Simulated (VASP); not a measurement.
# Ge: single point with PBE

Ge:

```
Ge
1.0
     2.21820    0.00000    0.00000
    -1.10910    1.92102    0.00000
     0.00000    0.00000    3.63579
Ge
2
Direct
  0.33333 0.66667 0.25000
  0.66667 0.33333 0.75000
```

This isn't the form of Ge at room conditions, which is diamond.

```yaml
Program: VASP 6.6.1
Task: single point
Functional: PBE
Potentials_or_basis: VASP PAW PBE potentials, release 64 (Ge_d)
Cutoff: 520 eV
k_mesh: 14 × 14 × 8
Occupations: fermi-dirac, width 0.1 eV
Spin: no spin polarisation
```

```json
{
  "Pressure": "463.5 GPa",
  "Band gap on the k mesh": "zero (bands 14 and 15 overlap by 20.01 eV)"
}
```

Stress tensor (GPa, compression positive):
```
463.71   0.00   0.00
  0.00 463.71   0.00
  0.00   0.00 463.21
```

Levels at points of the mesh, in eV from the Fermi level:
```csv
k point,band 11,band 12,band 13,band 14,band 15,band 16,band 17,band 18
"(0.00, 0.00, 0.00)",-25.03,-13.98,-10.97,14.87,14.87,16.01,17.15,17.15
"(0.50, 0.00, 0.00)",-14.38,-13.48,-3.76,-2.90,-0.57,0.02,4.18,10.92
"(0.00, 0.00, 0.50)",-21.92,-21.92,2.16,2.16,16.96,16.96,17.62,17.62
"(0.50, 0.00, 0.50)",-12.54,-12.54,-8.96,-8.96,7.69,7.69,9.91,9.91
```

Run time: 19 s on 1 thread of Intel(R) Xeon(R) 6975P-C (Granite Rapids), with other jobs on the host, peak memory 0.14 GiB.

Caveat: the cell stands under pressure.
